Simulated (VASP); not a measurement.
SrO, 4 atoms in the cell. The structure is hexagonal, space group P6_3mc (No. 186). Conventional cell: a = 4.275 Å, b = 4.275 Å, c = 5.568 Å, α = 90.00°, β = 90.00°, γ = 120.00°. Sr (site symmetry 3m) has 5 O at 2.47 to 2.79 Å within 3.3 Å. Within 3.3 Å of O (site symmetry 3m) lie 5 Sr at 2.47 to 2.79 Å.  This cell differs from its parent crystal: strain +0.000 along x and y, +0.080 along z.

| Item | Value |
| --- | --- |
| Program | VASP 6.6.1 |
| Task | single point |
| Functional | PBEsol |
| Potentials or basis | VASP PAW PBE potentials, release 64 (Sr_sv, O) |
| Cutoff | 520 eV |
| k mesh | 6 × 6 × 6 |
| Occupations | gaussian, width 0.05 eV |
| Spin | no spin polarisation |
| Dipole correction | no |
| Further INCAR settings | ALGO = Normal; EDIFF = 1e-07; NBANDS = 24 |

Potentials or basis: VASP PAW PBE potentials, release 64 (Sr_sv, O).

Command:

```console
$ cat potpaw_PBE.64/Sr_sv/POTCAR potpaw_PBE.64/O/POTCAR > POTCAR
$ mpirun -np 1 vasp_std > vasp.out
```

Hardware: 1 thread of Intel Xeon 8259CL, on a shared host.

**Question.** Estimate the wall time of this run.

**Answer.** Wall time 2.1 min on 1 thread of Intel Xeon 8259CL (shared host), peak memory 0.22 GiB. Counts: scf iterations 15, k points 28.
